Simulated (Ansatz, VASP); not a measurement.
# HfO2 in VASP and in Ansatz

```
Hf O
1.0
     0.00000    2.55750    2.60865
     2.55750    0.00000    2.60865
     2.55750    2.55750    0.00000
Hf O
1 2
Cartesian
  0.0000 0.0000 0.0000
  1.2788 1.2788 1.3043
  3.8363 3.8363 3.9130
```

Change from the starting cell: z stretched by +2 %, ions relaxed.

Alike in both runs: functional PBE; k mesh 10 × 10 × 10; occupations fermi-dirac, width 0.02 eV; no spin polarisation.

Ansatz relaxed the structure, and its values are those at the end. VASP's run is a single point on that final structure, the one shown.

|  | VASP | Ansatz |
| --- | --- | --- |
| version | VASP 6.6.1 | Ansatz 0.2.0 |
| potentials or method | VASP PAW PBE potentials, release 64 (Hf_pv, O) | plane-wave PAW, scalar-relativistic |
| plane-wave cutoff (eV) | 520 | 420 |
| valence electrons in the cell | 22 | 38 |

```tsv
	VASP	Ansatz	Ansatz less VASP
gap on the k mesh at the Fermi level (eV)	3.57	3.58	+0.010
pressure (GPa)	-10.3	-6.9	+3.35
```

With one functional, cell and mesh, what is left measures potentials, basis and numerics. VASP's potentials hold 22 valence electrons a cell and Ansatz's 38, so a difference there can come from the potentials and not from the codes. Ansatz's warnings: stress scf threshold loose.

Neither program's run includes spin-orbit coupling.
